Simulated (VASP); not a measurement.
Here is a VASP 6.6.1 calculation.

The input INCAR:

```
  PREC = Accurate
  ENCUT = 600
  EDIFF = 1E-6
  ISMEAR = 0
  SIGMA = 0.1
  LREAL = False
  LASPH = True
  NELM = 60
  ALGO = Normal
  ISIF = 3
  LWAVE = False
  LCHARG = False
  GGA = PE
  IBRION = 2
  NSW = 90
  EDIFFG = -0.04
```

File KPOINTS:

```
regular mesh
0
Gamma
  3 3 4
```

POSCAR

```
TiSn2Te3
1.0
    5.8973433200      0.0000000000      0.0000000000
   -2.9486716600      5.1072491300      0.0000000000
    0.0000000000      0.0000000000      6.5201483900
Ti Sn Te
1 2 3
Direct
    0.3333333300      0.6666666700      0.0000000000
    0.0000000000      0.0000000000      0.5000000000
    0.3333333300      0.6666666700      0.5000000000
    0.6666666700      0.3333333300      0.5000000000
    0.0000000000      0.0000000000      0.0000000000
    0.6666666700      0.3333333300      0.0000000000
```

Potentials or basis: VASP PAW PBE potentials, release 64 (Ti_sv, Sn_d, Te).

The run is started by

```bash
$ cat potpaw_PBE.64/Ti_sv/POTCAR potpaw_PBE.64/Sn_d/POTCAR potpaw_PBE.64/Te/POTCAR > POTCAR
$ mpirun -np 1 vasp_std > vasp.out
```

Problem. What does it give for the space group after relaxing (to 0.1 Å)?

Solution. P-6m2 (No. 187).

Problem. What does it give for the band gap on the k mesh?

Solution. Zero (bands 29 and 30 overlap by 1.35 eV).

Problem. Estimate the relaxed volume.

Solution. 27.37 Å³/atom.

Problem. Predict the relaxed cell.

Solution. a = 5.578 Å, b = 5.578 Å, c = 6.096 Å, α = 90.00°, β = 90.00°, γ = 120.00°.

Stress tensor (GPa, compression positive):
```
-0.13  0.00  0.00
 0.00 -0.13  0.00
 0.00  0.00  0.03
```

Caveat: the k points lie up to 0.43 Å⁻¹ apart in the final cell, too coarse for converged energies and pressures of a metal; the volume moved by over 15 % at a fixed basis, so the end points are rough; spin-orbit coupling is left out, which moves the levels of the heavy elements.
